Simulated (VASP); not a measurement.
# Hg (P6_3/mmc) in VASP: single point with LDA

Aim: the single point of Hg with LDA.

All numbers are computed with VASP 6.6.1; they aren't measurements. Logs are shortened: lines on timing, memory, paths and dates and some standing lists are left out, and cuts for length are marked.

### 1 The cell of the first run

The structure is hexagonal, space group P6_3/mmc (No. 194). Conventional cell: a = 3.073 Å, b = 3.073 Å, c = 5.795 Å, α = 90.00°, β = 90.00°, γ = 120.00°. Within 4.0 Å of Hg (site symmetry -6m2) lie 12 Hg at 3.07 to 3.40 Å.

### 2 Single point, LDA

INCAR reads:

```
ALGO = Normal ; EDIFF = 1E-6
ENCUT = 520 ; ISIF = 2
ISMEAR = -1 ; LASPH = True
LCHARG = True ; LELF = True
LREAL = False ; LVHAR = True
LWAVE = False ; NBANDS = 19
NELM = 100 ; PREC = Accurate
SIGMA = 0.01
```

KPOINTS reads:

```
k-points
0
Gamma
  10 10 5
```

POSCAR reads:

```
Hg
1.0
    3.0726640000      0.0000000000      0.0000000000
    1.5363270000      2.6610080000      0.0000000000
    0.0000000000      0.0000000000      5.7945290000
Hg
2
Direct
    0.6666600000      0.6666700000      0.2500000000
    0.3333300000      0.3333300000      0.7500000000
```

Potentials or basis: VASP PAW LDA potentials, release 64 (Hg).

Launch:

```
cat potpaw_LDA.64/Hg/POTCAR > POTCAR
mpirun -np 1 vasp_std > vasp.out
```

OUTCAR:

```text
EDIFF = 1E-6
   ENCUT = 520
   ISIF = 2
   ISMEAR = -1
   LASPH = True
   LREAL = False
   NELM = 100
   PREC = Accurate

 ion  position               nearest neighbor table
   1  0.667  0.667  0.250-   2 3.40   2 3.40   2 3.40   2 3.40   2 3.40   2 3.40
   2  0.333  0.333  0.750-   1 3.40   1 3.40   1 3.40   1 3.40   1 3.40   1 3.40

  LATTYP: Found a hexagonal cell.
 ALAT       =     3.0726640277
 C/A-ratio  =     1.8858322771

  Lattice vectors:

 A1 = (  -1.5363270000,  -2.6610080000,   0.0000000000)
 A2 = (   3.0726640000,   0.0000000000,   0.0000000000)
 A3 = (   0.0000000000,   0.0000000000,   5.7945290000)

Analysis of symmetry for initial positions (statically):
=====================================================================
 Subroutine PRICEL returns:
 Original cell was already a primitive cell.

 Routine SETGRP: Setting up the symmetry group for a
 hexagonal supercell.

 Subroutine GETGRP returns: Found  8 space group operations
 (whereof  2 operations were pure point group operations)
 out of a pool of 24 trial point group operations.

The static configuration has the point symmetry C_2 .
 The point group associated with its full space group is D_2h.

Analysis of symmetry for dynamics (positions and initial velocities):
=====================================================================
 Subroutine PRICEL returns:
 Original cell was already a primitive cell.

 Routine SETGRP: Setting up the symmetry group for a
 hexagonal supercell.

 Subroutine GETGRP returns: Found  8 space group operations
 (whereof  2 operations were pure point group operations)
 out of a pool of 24 trial point group operations.

The dynamic configuration has the point symmetry C_2 .
 The point group associated with its full space group is D_2h.

 Subroutine INISYM returns: Found  8 space group operations
 (whereof  2 operations are pure point group operations),
 and found     1 'primitive' translations

----------------------------------------------------------------------------------------

                                     Primitive cell

  volume of cell :      47.3783

  direct lattice vectors                    reciprocal lattice vectors
     3.072664000  0.000000000  0.000000000     0.325450489 -0.187898110  0.000000000
     1.536327000  2.661008000  0.000000000     0.000000000  0.375797442  0.000000000
     0.000000000  0.000000000  5.794529000     0.000000000  0.000000000  0.172576580

  length of vectors
     3.072664000  3.072664028  5.794529000     0.375797446  0.375797442  0.172576580

  position of ions in fractional coordinates (direct lattice)
     0.666660000  0.666670000  0.250000000
     0.333330000  0.333330000  0.750000000

  ion indices of the primitive-cell ions
   primitive index   ion index
                 1           1
                 2           2

----------------------------------------------------------------------------------------

 KPOINTS: k-points

Automatic generation of k-mesh.
 Grid dimensions read from file:
 generate k-points for:   10   10    5

 Generating k-lattice:

  Cartesian coordinates                     Fractional coordinates (reciprocal lattice)
     0.032545049 -0.018789811  0.000000000     0.100000000 -0.000000000  0.000000000
     0.000000000  0.037579744  0.000000000     0.000000000  0.100000000  0.000000000
     0.000000000  0.000000000  0.034515316     0.000000000  0.000000000  0.200000000

  Length of vectors
     0.037579745  0.037579744  0.034515316

  Shift w.r.t. Gamma in fractional coordinates (k-lattice)
     0.000000000  0.000000000  0.000000000

 Subroutine IBZKPT returns following result:
 ===========================================

 Found     93 irreducible k-points:

 Following reciprocal coordinates:
            Coordinates               Weight
  0.000000  0.000000  0.000000      1.000000
  0.100000  0.000000  0.000000      4.000000
  0.000000  0.100000  0.000000      2.000000
  0.200000  0.000000  0.000000      4.000000
  0.000000  0.200000  0.000000      2.000000
  0.300000  0.000000  0.000000      4.000000
[... 16 lines left out ...]
  0.400000  0.200000  0.000000      2.000000
  0.200000  0.400000  0.000000      4.000000
 [... further k-points ...]
   k-points           NKPTS =     93   k-points in BZ     NKDIM =     93   number of bands    NBANDS=     19
   number of dos      NEDOS =    301   number of ions     NIONS =      2
   total plane-waves  NPLWV =  27648
   dimension x,y,z NGX =    24 NGY =   24 NGZ =   48
   dimension x,y,z NGXF=    48 NGYF=   48 NGZF=   96
   ions per type =               2
   NGX,Y,Z   is equivalent  to a cutoff of  12.99, 12.99, 13.77 a.u.
   NGXF,Y,Z  is equivalent  to a cutoff of  25.97, 25.97, 27.54 a.u.
 SYSTEM =  unknown system
   PREC   = accura    normal or accurate (medium, high low for compatibility)
   ISTART =      0    job   : 0-new  1-cont  2-samecut
   ICHARG =      2    charge: 1-file 2-atom 10-const
   ISPIN  =      1    spin polarized calculation?
   LNONCOLLINEAR =      F non collinear calculations
   LSORBIT =      F    spin-orbit coupling
   LASPH  =      T    aspherical Exc in radial PAW
   ENCUT  =  520.0 eV  38.22 Ry    6.18 a.u.   5.71  5.71 10.77*2*pi/ulx,y,z
   NELM   =    100;   NELMIN=  2; NELMDL= -5     # of ELM steps
   EDIFF  = 0.1E-05   stopping-criterion for ELM
   LREAL  =      F    real-space projection
   EDIFFG = 0.1E-04   stopping-criterion for IOM
   NSW    =      0    number of steps for IOM
   IBRION =     -1    ionic relax: 0-MD 1-quasi-New 2-CG
   NFREE  =      0    steps in history (QN), initial steepest desc. (CG)
   ISIF   =      2    stress and relaxation
   ISYM   =      2    0-nonsym 1-usesym 2-fastsym
   POTIM  = 0.5000    time-step for ionic-motion
   TEBEG  =    0.0;   TEEND  =   0.0 temperature during run
   PSTRESS=    0.0 pullay stress
   NELECT =      24.0000    total number of electrons
   NUPDOWN=      -1.0000    fix difference up-down
   EMIN   =  10.00;   EMAX   =-10.00  energy-range for DOS
   EFERMI =   0.00;   METHOD = LEGACY
   ISMEAR =    -1;   SIGMA  =   0.01  broadening in eV -4-tet -1-fermi 0-gaus
   EFERMI_NEDOS =   21; number of points for ismear=-14 and -15
   IALGO  =     38    algorithm
   IMIX   =      4    mixing-type and parameters
     AMIX     =   0.40;   BMIX     =  1.00
     AMIX_MAG =   1.60;   BMIX_MAG =  1.00
  volume/ion in A,a.u.               =      23.69       159.86
  Fermi-wavevector in a.u.,A,eV,Ry     =   1.305025  2.466139 23.171944  1.703090
  Thomas-Fermi vector in A             =   2.435921
   LORBIT       =      0    0 simple, 1 ext, 2 COOP (PROOUT), +10 PAW based schemes
   GGA     = CA    functional components
   LHFCALC =     F    Hartree Fock is set to
   AEXX    =    0.0000 exact exchange contribution
   IVDW    =     0    specifies the selected vdW correction
   LEPSILON=     F    determine dielectric tensor
   LRPA    =     F    only Hartree local field effects (RPA)
 non-spin polarized calculation
  energy-cutoff  :      520.00
  volume of cell :       47.38
 maximum number of plane-waves:      1305
   NGX = 11   NGY = 11   NGZ = 21

 number of electron      24.0000000 magnetization

 Free energy of the ion-electron system (eV)
  ---------------------------------------------------
  ext. energy  EPLUGINS =         0.00000000
  ---------------------------------------------------
  free energy    TOTEN  =        -1.82604569 eV

  energy without entropy =       -1.82545066  energy(sigma->0) =       -1.82574817

 E-fermi :   2.5150     XC(G=0): -11.1543

 val. band max:        2.5000392168   @ k =   0.3000  -0.4000   0.4000
 cond. band min:       2.5185758071   @ k =  -0.2000   0.3000   0.0000
 fundamental gap:      0.0185365903
 Fermi energy:         2.5150257425

 k-point     1 :       0.0000    0.0000    0.0000
  band No.  band energies     occupation
      1      -6.6688      2.00000
      2      -5.8517      2.00000
      3      -4.8467      2.00000
      4      -4.5152      2.00000
      5      -4.5152      2.00000
      6      -4.4434      2.00000
[... 11 lines left out ...]
     18      17.7993      0.00000
     19      18.5230      0.00000

 k-point     2 :       0.1000    0.0000    0.0000
  band No.  band energies     occupation
      1      -6.4042      2.00000
      2      -5.6716      2.00000
      3      -4.8066      2.00000
      4      -4.5511      2.00000
      5      -4.4876      2.00000
      6      -4.3930      2.00000
[... 11 lines left out ...]
     18      18.2280      0.00000
     19      18.4880      0.00000

 k-point     3 :       0.0000    0.1000    0.0000
  band No.  band energies     occupation
      1      -6.4042      2.00000
      2      -5.6716      2.00000
      3      -4.8066      2.00000
      4      -4.5512      2.00000
      5      -4.4876      2.00000
      6      -4.3930      2.00000
[... 11 lines left out ...]
     18      18.2280      0.00000
     19      18.4878      0.00000

 k-point     4 :       0.2000    0.0000    0.0000
  band No.  band energies     occupation
      1      -5.7335      2.00000
      2      -5.3338      2.00000
      3      -4.7297      2.00000
      4      -4.5760      2.00000
      5      -4.3543      2.00000
      6      -4.2809      2.00000
[... 11 lines left out ...]
     18      16.2690      0.00000
     19      16.4193      0.00000

 k-point     5 :       0.0000    0.2000    0.0000
  band No.  band energies     occupation
      1      -5.7335      2.00000
      2      -5.3338      2.00000
      3      -4.7297      2.00000
      4      -4.5760      2.00000
      5      -4.3543      2.00000
      6      -4.2809      2.00000
[... 11 lines left out ...]
     18      16.2690      0.00000
     19      16.4193      0.00000
[... 334 lines left out ...]
      2      -5.3142      2.00000
      3      -5.0496      2.00000
      4      -4.4286      2.00000
      5      -4.2189      2.00000
      6      -4.1695      2.00000
[... 11 lines left out ...]
     18      13.6757      0.00000
     19      14.9227      0.00000

 k-point    22 :      -0.1000    0.4000    0.0000
  band No.  band energies     occupation
      1      -5.4574      2.00000
      2      -5.3142      2.00000
      3      -5.0495      2.00000
      4      -4.4286      2.00000
      5      -4.2189      2.00000
      6      -4.1695      2.00000
[... 11 lines left out ...]
     18      13.6758      0.00000
     19      14.9228      0.00000

 k-point    23 :       0.4000    0.2000    0.0000
  band No.  band energies     occupation
      1      -4.9502      2.00000
      2      -4.8700      2.00000
      3      -4.7645      2.00000
      4      -4.5431      2.00000
      5      -4.5070      2.00000
      6      -4.4089      2.00000
[... 11 lines left out ...]
     18      12.8175      0.00000
     19      14.0028      0.00000

 k-point    24 :       0.2000    0.4000    0.0000
  band No.  band energies     occupation
      1      -4.9502      2.00000
      2      -4.8700      2.00000
      3      -4.7645      2.00000
      4      -4.5431      2.00000
      5      -4.5070      2.00000
      6      -4.4089      2.00000
[... 11 lines left out ...]
     18      12.8175      0.00000
     19      14.0028      0.00000

 [... further k-points ...]
[... 5 lines left out ...]
  --------------------------------------------------------------------------------------
  -------------------------------------------------------------------------------------
  Total       -0.0755074     -0.0754384     -0.9570991      0.0000001      0.0000000      0.0000000
  in kB       -2.5534100     -2.5510770    -32.3659290      0.0000048      0.0000000      0.0000000
  external PRESSURE =     -12.4901387 kB  Pullay stress =       0.0000000 kB

 VOLUME and BASIS-vectors are now :
 -----------------------------------------------------------------------------
  energy-cutoff  :      520.00
  volume of cell :       47.38
      direct lattice vectors                 reciprocal lattice vectors
     3.072664000  0.000000000  0.000000000     0.325450489 -0.187898110  0.000000000
     1.536327000  2.661008000  0.000000000     0.000000000  0.375797442  0.000000000
     0.000000000  0.000000000  5.794529000     0.000000000  0.000000000  0.172576580

 POSITION                                       TOTAL-FORCE (eV/Angst)
 -----------------------------------------------------------------------------------
      3.07265      1.77401      1.44863        -0.000000      0.000006     -0.000000
      1.53631      0.88699      4.34590         0.000000     -0.000006      0.000000
 -----------------------------------------------------------------------------------
    total drift:                               -0.000000      0.000000     -0.000000

  FREE ENERGIE OF THE ION-ELECTRON SYSTEM (eV)
  ---------------------------------------------------
  free  energy   TOTEN  =        -1.8260456912 eV

  energy  without entropy=       -1.8254506568  energy(sigma->0) =       -1.82574817
```

Wall time 32 s (1 thread of Intel Xeon Platinum 8375C at 2.90GHz (Ice Lake), shared host); peak memory 0.19 GiB.

Results:

- Free energy: -1.8260 eV
- Pressure: -1.2 GPa
- Band gap on the k mesh: zero (band 12 reaches 2.65 eV, above the bottom of band 13 at 0.29 eV)

Stress tensor (GPa, compression positive):
```
-0.26  0.00  0.00
 0.00 -0.26  0.00
 0.00  0.00 -3.24
```

Caveat: spin-orbit coupling is left out, which moves the levels of the heavy elements.
